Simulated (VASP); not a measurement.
A run of VASP 6.6.1:

File INCAR:

```
SYSTEM = Au
PREC = Accurate ; ENCUT = 500
EDIFF = 1E-6 ; ISMEAR = 1
SIGMA = 0.014 ; LREAL = .FALSE.
LASPH = .TRUE. ; NELM = 200
ALGO = Normal ; ISIF = 2
LWAVE = .FALSE. ; LCHARG = .TRUE.
LMAXMIX = 4 ; LDAU = .TRUE.
LDAUTYPE = 1 ; LDAUL = 2
LDAUU = 5.7 ; LDAUJ = 1
LDAUPRINT = 1 ; GGA = PE
LELF = .TRUE. ; LVHAR = .TRUE.
NBANDS = 26 ; GGA_COMPAT = .FALSE.
```

File KPOINTS:

```
regular mesh
0
G
  4 4 2
  0 0 0
```

Contents of POSCAR:

```
Au
1.0
    1.4356768184     -2.6000622714      0.0000000000
    1.4356768184      2.6000622714      0.0000000000
    0.0000000000      0.0000000000      4.9776522179
Au
2
Direct
    0.6537254121      0.3462745879      0.2500000000
    0.3462745879      0.6537254121      0.7500000000
```

Potentials or basis: VASP PAW PBE potentials, release 64 (Au_sv_GW).

The run is started by

```bash
$ cat potpaw_PBE.64/Au_sv_GW/POTCAR > POTCAR
$ mpirun -np 1 vasp_std > vasp.out
```

Hardware: 1 thread of Intel(R) Xeon(R) Platinum 8259CL CPU @ 2.50GHz (Skylake/Cascade Lake), with other jobs on the host.

How long does it take, and how much memory?

It took 4.5 min on 1 thread of Intel(R) Xeon(R) Platinum 8259CL CPU @ 2.50GHz (Skylake/Cascade Lake) (shared host), peak memory 0.16 GiB. Counts: scf iterations 179, k points 14.
